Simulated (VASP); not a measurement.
A run of VASP 6.6.1:

INCAR

```
SYSTEM = W8C9
PREC = Accurate
ENCUT = 520
EDIFF = 1E-7
ISMEAR = -1
SIGMA = 0.05
LREAL = Auto
LASPH = .True.
NELM = 80
ALGO = Normal
ISIF = 2
LWAVE = .False.
LCHARG = .False.
GGA = PE
NBANDS = 88
```

File KPOINTS:

```
regular mesh
0
Gamma
  3 3 1
  0 0 0
```

The input POSCAR:

```
W8C9
1.0
    5.7156600000      0.0000000000      0.0000000000
   -2.8578300000      4.9499070000      0.0000000000
    0.0000000000      0.0000000000     16.2078000000
W C
8 9
Direct
    0.0000000000      0.0000000000      0.0616986883
   -0.0000468278      0.0025657048      0.2448512445
    0.0000073214      0.5000093941      0.0616986883
    0.0243214894      0.5229189154      0.2433211170
    0.4999947513      0.0000000000      0.0616986883
    0.5078094921      0.0095759375      0.2411246437
    0.5000020727      0.5000093941      0.0616986883
    0.5074280198      0.4990800837      0.2288404349
    0.3343733959      0.1542655246      0.1472069004
    0.3867638750      0.2343074324      0.3187230839
    0.3258243692      0.6609215082      0.1444489690
    0.3955014728      0.6684974081      0.3255531287
    0.8241039327      0.1627101277      0.1441651550
    0.8572944605      0.1599828037      0.3111711645
    0.8357217771      0.6555678723      0.1394698849
    0.8003604492      0.6492647236      0.3183343822
    0.5242950009      0.5109792972      0.3508310813
```

Potentials or basis: VASP PAW PBE potentials, release 64 (W_sv, C).

Command:

```sh
$ cat potpaw_PBE.64/W_sv/POTCAR potpaw_PBE.64/C/POTCAR > POTCAR
$ mpirun -np 1 vasp_std > vasp.out
```

Hardware: 1 thread of Intel(R) Xeon(R) Platinum 8559C (Emerald Rapids) (shared host).

**Question.** Estimate the wall time of this run.

**Answer.** Wall time 9.8 min on 1 thread of Intel(R) Xeon(R) Platinum 8559C (Emerald Rapids), on a shared host, peak memory 0.64 GiB. Counts: scf iterations 30, k points 5.
